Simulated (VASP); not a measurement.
**Cr: single point with PBE**

Crystal: Cr.

```
Cr
1.0
     0.00000    1.80276    1.80276
     1.80276    0.00000    1.80276
     1.80276    1.80276    0.00000
Cr
1
Direct
  0.00000 0.00000 0.00000
```

This isn't the form of Cr at room conditions, which is bcc.

```json
{
 "Program": "VASP 6.6.1",
 "Task": "single point",
 "Functional": "PBE",
 "Potentials or basis": "VASP PAW PBE potentials, release 64 (Cr_pv)",
 "Cutoff": "520 eV",
 "k mesh": "19 × 19 × 19",
 "Occupations": "fermi-dirac, width 0.03 eV",
 "Spin": "collinear spin, ferromagnetic start",
 "Starting moments": "[3.0] μB",
 "Dipole correction": "no",
 "Further INCAR settings": "ALGO = Normal; EDIFF = 1e-06; NBANDS = 16"
}
```

```
Pressure                                              : 2.9 GPa
Band gap on the k mesh                                : zero (filled and empty bands overlap)
Net moment                                            : 0.00 μB per cell
Valence electrons inside the program's atomic spheres : Cr 11.04
```

Levels at points of the mesh, in eV from the Fermi level:
Spin up:
| k point | band 4 | band 5 | band 6 | band 7 | band 8 | band 9 |
| --- | --- | --- | --- | --- | --- | --- |
| (0.00, 0.00, 0.00) | -7.54 | -0.43 | -0.43 | -0.43 | 1.37 | 1.37 |
Spin down:
```tsv
k point	band 3	band 4	band 5	band 6	band 7	band 8	band 9	band 10
(0.00, 0.00, 0.00)	-42.33	-7.53	-0.43	-0.43	-0.43	1.37	1.37	7.55
```

Run time: 69 s on 1 thread of Intel(R) Xeon(R) Platinum 8259CL CPU @ 2.50GHz (Skylake/Cascade Lake) (shared host), peak memory 0.17 GiB.

Caveat: the moments typed at the start vanished in this run.
